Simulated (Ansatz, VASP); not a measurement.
CaS: VASP beside Ansatz

```
Ca S
1.0
     0.00000    2.79814    2.79814
     2.79814    0.00000    2.79814
     2.79814    2.79814    0.00000
Ca S
1 1
Direct
  0.50000 0.50000 0.50000
  0.00000 0.00000 0.00000
```

Alike in both runs: task single point; functional PBE; dispersion D3(BJ); k mesh 8 × 8 × 8; occupations gaussian, width 0.05 eV; no spin polarisation.

```csv
,VASP,Ansatz
version,VASP 6.6.1,Ansatz 0.2.0
potentials or method,"VASP PAW PBE potentials, release 64 (Ca_sv, S), cutoff 500 eV","scalar-relativistic, plane waves, PAW"
valence electrons in the cell,16,16
```

|  | VASP | Ansatz | Ansatz less VASP |
| --- | --- | --- | --- |
| gap on the k mesh at the Fermi level (eV) | 2.23 | 2.24 | +0.006 |
| least direct gap on the mesh (eV) | 3.07 | 3.08 | +0.006 |
| pressure (GPa) | 1.5 | 1.3 | -0.19 |
